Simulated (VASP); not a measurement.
Here is a VASP 6.6.1 calculation.

File INCAR:

```
PREC     = Accurate       # precision mode
ENCUT    = 500            # plane-wave cutoff, eV
EDIFF    = 1E-6           # SCF threshold, eV
ISMEAR   = 0              # smearing method
SIGMA    = 0.1            # smearing width, eV
LREAL    = False          # projectors in reciprocal space
LASPH    = True           # aspherical terms in the spheres
NELM     = 120            # most SCF steps
ALGO     = Normal         # electronic algorithm
ISIF     = 2              # what is computed and relaxed
LWAVE    = False          # write WAVECAR
LCHARG   = True           # write CHGCAR
GGA      = PS             # functional
LELF     = True           # ELF
LVHAR    = True         
NBANDS   = 12             # bands
GGA_COMPAT= False
```

File KPOINTS:

```
Automatic mesh
0
Gamma
  8 8 4
```

Contents of POSCAR:

```
As
1.0
    2.5434694521      0.0000000000      0.0262925672
    0.0000000000      2.5560105036      0.0000000000
    0.0313085684      0.0000000000      4.7772073352
As
2
Direct
    0.9768130094      0.0000000000      0.2548450925
    0.0231869906      0.0000000000      0.7451549075
```

Potentials or basis: VASP PAW PBE potentials, release 64 (As).

Command:

```bash
$ cat potpaw_PBE.64/As/POTCAR > POTCAR
$ mpirun -np 1 vasp_std > vasp.out
```

**Question.** Estimate the pressure.

**Answer.** 35.1 GPa.

**Question.** Predict the band gap on the k mesh.

**Answer.** Zero (bands 5 and 6 overlap by 9.55 eV).

**Question.** Predict the largest force.

**Answer.** 0.764 eV/Å.

Forces in eV/Å, atoms in the order of the input:
```
As  -0.002  0.000 -0.764
As   0.002  0.000  0.764
```

Caveat: the cell differs from its parent crystal (P replaced by As, lengths x 1.067, strained); the stress differs along the axes, from 25 to 52 GPa; the PAW data sets were made with another functional, which shifts forces and pressure a little.
